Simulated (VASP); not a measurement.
WS2:

```
W S
1.0
     1.52435    0.91561    6.23747
    -1.52435    0.91561    6.23747
     0.00000   -1.83122    6.23747
W S
1 2
Cartesian
  0.0000 0.0079 -0.0003
  0.0000 -0.0046 7.8196
  0.0000 -0.0034 4.6556
```

This cell differs from its parent crystal: uniaxial x strain -3.9%.

Base run:

| Property | Result |
| --- | --- |
| Program | VASP 6.6.1 |
| Functional | r2SCAN |
| Potentials or basis | VASP PAW PBE potentials, release 64 (W_sv, S) |
| Cutoff | 520 eV |
| k mesh | 10 × 10 × 10 |
| Occupations | gaussian, width 0.01 eV |
| Spin | no spin polarisation |

Its results: band gap on the k mesh 1.27 eV (least direct gap 2.49 eV); pressure 6.4 GPa; largest force 0.029 eV/Å.

Q: The run is repeated on the same cell with these changes: functional from r2SCAN to PBE; occupations from gaussian, width 0.01 eV to fermi-dirac, width 0.02 eV. What comes out?

A: Band gap on the k mesh 1.15 eV (least direct gap 2.35 eV); pressure 8.0 GPa; largest force 0.224 eV/Å.

Caveats: spin-orbit coupling is left out, which moves the levels of the heavy elements; the stress differs along the axes, from 2 to 13 GPa (at least some runs); the PAW data sets were made with another functional, which shifts forces and pressure a little (at least some runs); the stress differs along the axes, from 5 to 14 GPa (at least some runs).

A k mesh can miss the band edges.
